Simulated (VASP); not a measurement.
The system is Ga.

```
CELL_PARAMETERS angstrom
2.40126 0.00000 0.00000
0.00000 2.47009 0.00000
0.00000 0.00000 3.23734
ATOMIC_POSITIONS crystal
Ga 0.50000 0.50000 0.50000
```

The cell was generated, and may not be a known phase.

| Quantity | Value |
| --- | --- |
| Program | VASP 6.6.1 |
| Task | relaxation of cell and atoms |
| Functional | PBE |
| Potentials or basis | VASP PAW PBE potentials, release 64 (Ga_d) |
| Cutoff | 600 eV |
| k mesh | 8 × 8 × 6 |
| Occupations | gaussian, width 0.1 eV |
| Spin | no spin polarisation |

At the start: pressure 12.7 GPa; volume 19.20 Å³/atom.

**Question.** How do energy, volume and symmetry change on relaxing?

**Answer.** Over 21 steps the energy falls by 348.2 meV/atom and the volume is 20.53 Å³/atom (+6.9 %); space group P4/mmm (No. 123, to 0.1 Å) before and after.

The path:
| step | energy change (eV) | largest force (eV/Å) | pressure (GPa) | volume (Å³) |
| --- | --- | --- | --- | --- |
| 1 | 0.0000 | 0.0000 | 12.72 | 19.20 |
| 2 | -0.2646 | 0.0000 | -3.77 | 23.50 |
| 3 | -0.2757 | 0.0000 | -2.36 | 22.53 |
| 4 | -0.2977 | 0.0000 | -1.68 | 21.67 |
| 5 | -0.3130 | 0.0000 | -0.58 | 20.87 |
| 6 | -0.3343 | 0.0000 | 3.06 | 19.28 |
| 7 | -0.3332 | 0.0000 | 1.60 | 19.78 |
| 8 | -0.3352 | 0.0000 | 2.36 | 19.52 |
| 9 | -0.3399 | 0.0000 | 2.09 | 19.53 |
| 10 | -0.3400 | 0.0000 | 2.14 | 19.53 |
| 11 | -0.3461 | 0.0000 | 0.63 | 20.10 |
| 12 | -0.3469 | 0.0000 | -0.02 | 20.38 |
| 13 | -0.3469 | 0.0000 | -0.12 | 20.40 |
| 14 | -0.3472 | 0.0000 | 0.03 | 20.39 |
| 15 | -0.3477 | 0.0000 | 0.40 | 20.37 |
| 16 | -0.3479 | 0.0000 | 0.35 | 20.40 |
| 17 | -0.3480 | 0.0000 | 0.31 | 20.42 |
| 18 | -0.3480 | 0.0000 | 0.23 | 20.47 |
| 19 | -0.3480 | 0.0000 | 0.31 | 20.46 |
| 20 | -0.3481 | 0.0000 | 0.10 | 20.49 |
| 21 | -0.3482 | 0.0000 | -0.01 | 20.53 |

Final structure:
```cif
data_structure
_symmetry_space_group_name_H-M 'P 1'
_symmetry_Int_Tables_number 1
_cell_length_a 2.7942
_cell_length_b 2.7852
_cell_length_c 2.6382
_cell_angle_alpha 90.000
_cell_angle_beta 90.000
_cell_angle_gamma 90.000
_cell_volume 20.53
loop_
_atom_site_label
_atom_site_type_symbol
_atom_site_fract_x
_atom_site_fract_y
_atom_site_fract_z
_atom_site_occupancy
Ga1 Ga 0.50000 0.50000 0.50000 1
```

Caveat: a cell axis changed by over 15 % at a fixed basis, so the end point is rough.
